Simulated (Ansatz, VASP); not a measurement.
**ZnS: VASP beside Ansatz**

```
CELL_PARAMETERS angstrom
0.00000 2.78264 2.78264
2.78264 0.00000 2.78264
2.78264 2.78264 0.00000
ATOMIC_POSITIONS crystal
Zn 0.00000 0.00000 0.00000
S 0.75000 0.75000 0.75000
```

Alike in both runs: task single point; functional revPBE; k mesh 8 × 8 × 8; occupations gaussian, width 0.05 eV; no spin polarisation.

|  | VASP | Ansatz |
| --- | --- | --- |
| version | VASP 6.6.1 | Ansatz 0.2.0 |
| potentials or method | VASP PAW PBE potentials, release 64 (Zn, S), cutoff 520 eV | scalar-relativistic, plane waves, PAW |
| valence electrons in the cell | 18 | 18 |

VASP gave:

```
gap on the k mesh at the Fermi level (eV) : 1.86
least direct gap on the mesh (eV)         : 1.86
pressure (GPa)                            : -2.2
```

Task: Estimate Ansatz's values.

Result: gap on the k mesh at the Fermi level (eV): 1.86; least direct gap on the mesh (eV): 1.86; pressure (GPa): -2.3.

VASP's potentials were made for PBE, not for revPBE. With one functional, cell and mesh, what is left measures potentials, basis and numerics.
